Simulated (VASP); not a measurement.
Input of a VASP 6.6.1 run:

File INCAR:

```
  ALGO = Fast
  EDIFF = 1E-6
  ENCUT = 520
  GGA = PE
  ISIF = 2
  ISMEAR = -1
  LASPH = T
  LCHARG = T
  LELF = T
  LREAL = F
  LVHAR = T
  LWAVE = F
  NBANDS = 13
  NELM = 100
  PREC = Accurate
  SIGMA = 0.4
```

File KPOINTS:

```
k-points
0
Gamma
  20 20 20
```

File POSCAR:

```
W
1.0
   -1.5573675000      1.5573675000      1.5174350000
    1.5573675000     -1.5573675000      1.5174350000
    1.5573675000      1.5573675000     -1.5174350000
W
1
Direct
    0.0000000000      0.0000000000      0.0000000000
```

Potentials or basis: VASP PAW PBE potentials, release 64 (W_sv).

The run is started by

```bash
$ cat potpaw_PBE.64/W_sv/POTCAR > POTCAR
$ mpirun -np 1 vasp_std > vasp.out
```

(1) Estimate the pressure.

(2) Estimate the band gap on the k mesh.

## Answers

(1) 35.6 GPa.

(2) zero (band 7 reaches 18.25 eV, above the bottom of band 8 at 11.28 eV).

Caveat: the cell differs from its parent crystal (strain -0.025 along x and y, -0.050 along z); spin-orbit coupling is left out, which moves the levels of the heavy elements.
